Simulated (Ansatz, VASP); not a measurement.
**One calculation of Al, two programs**

```
CELL_PARAMETERS angstrom
0.00000 1.99669 1.99669
1.99669 0.00000 1.99669
1.99669 1.99669 0.00000
ATOMIC_POSITIONS crystal
Al 0.00000 0.00000 0.00000
```

Alike in both runs: task single point; functional r2SCAN; k mesh 14 × 14 × 14; occupations fermi-dirac, width 0.3 eV; no spin polarisation.

|  | VASP | Ansatz |
| --- | --- | --- |
| version | VASP 6.6.1 | Ansatz 0.2.0 |
| potentials or method | VASP PAW PBE potentials, release 64 (Al), cutoff 520 eV | plane waves (500 eV) with PAW, scalar-relativistic |
| valence electrons in the cell | 3 | 3 |

|  | VASP | Ansatz | Ansatz less VASP |
| --- | --- | --- | --- |
| pressure (GPa) | 0.1 | 0.4 | +0.32 |

VASP's potentials were made for PBE, not for r2SCAN. The functional is the same, so the differences come from potentials, cutoffs and numerics.
